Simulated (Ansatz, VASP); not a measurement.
## Mg2CdS3: VASP beside Ansatz

```
CELL_PARAMETERS angstrom
6.14003 -3.54513 0.00000
6.14003 3.54513 0.00000
0.00000 0.00000 6.62144
ATOMIC_POSITIONS crystal
Mg 0.16605 0.49782 0.50148
Mg 0.83395 0.50218 0.00148
Mg 0.49782 0.16605 0.00148
Mg 0.50218 0.83395 0.50148
Cd 0.82955 0.17045 0.50196
Cd 0.17045 0.82955 0.00196
S 0.82404 0.17596 0.11346
S 0.16719 0.48906 0.12832
S 0.83281 0.51094 0.62832
S 0.17596 0.82404 0.61346
S 0.48906 0.16719 0.62832
S 0.51094 0.83281 0.12832
```

Alike in both runs: functional PBE; k mesh 6 × 6 × 4; no spin polarisation.

Ansatz relaxed the structure, and its values are those at the end. VASP's run is a single point on that final structure, the one shown.

|  | VASP | Ansatz |
| --- | --- | --- |
| version | VASP 6.6.1 | Ansatz 0.2.0 |
| potentials or method | VASP PAW PBE potentials, release 64 (Mg, Cd, S), cutoff 520 eV | scalar-relativistic, plane waves, PAW |
| occupations | gaussian, width 0.01 eV | fixed |
| valence electrons in the cell | 68 | 116 |

```csv
,VASP,Ansatz,Ansatz less VASP
gap on the k mesh at the Fermi level (eV),2.56,2.56,+0.001
least direct gap on the mesh (eV),2.56,2.56,+0.001
pressure (GPa),0.0,0.0,-0.01
rms of the force components (eV/Å),0.016,0.000,-0.0157
```

VASP's potentials hold 68 valence electrons a cell and Ansatz's 116, so a difference there can come from the potentials and not from the codes.
